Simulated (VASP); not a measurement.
**HfO2: single point with r2SCAN**

HfO2:

```
Hf O
1.0
     0.00000    2.55423    2.55423
     2.55423    0.00000    2.55423
     2.55423    2.55423    0.00000
Hf O
1 2
Direct
  0.00000 0.00000 0.00000
  0.25000 0.25000 0.25000
  0.75000 0.75000 0.75000
```

This cell differs from its parent crystal: volume changed by +3%.

```json
{
 "Program": "VASP 6.6.1",
 "Task": "single point",
 "Functional": "r2SCAN",
 "Potentials or basis": "VASP PAW PBE potentials, release 64 (Hf_pv, O)",
 "Cutoff": "520 eV",
 "k mesh": "8 × 8 × 8",
 "Occupations": "gaussian, width 0.01 eV",
 "Spin": "no spin polarisation"
}
```

The pressure is -11.2 GPa and the band gap on the k mesh is 4.23 eV, direct.

Levels at points of the mesh, in eV from the valence-band top:
```csv
k point,band 9,band 10,band 11,band 12,band 13,band 14
"(0.00, 0.00, 0.00)",-0.63,-0.63,-0.63,4.34,4.34,6.28
"(0.50, 0.00, 0.00)",-2.76,-1.87,-1.87,5.00,5.00,7.27
"(0.50, 0.50, 0.00)",-1.51,-1.51,0.00,4.23,5.88,6.96
```

Run time: 71 s on 1 thread of Intel(R) Xeon(R) Platinum 8488C (Sapphire Rapids), with other jobs on the host, peak memory 0.17 GiB.

Caveat: the PAW data sets were made with another functional, which shifts forces and pressure a little; spin-orbit coupling is left out, which moves the levels of the heavy elements. A k mesh can miss the band edges.
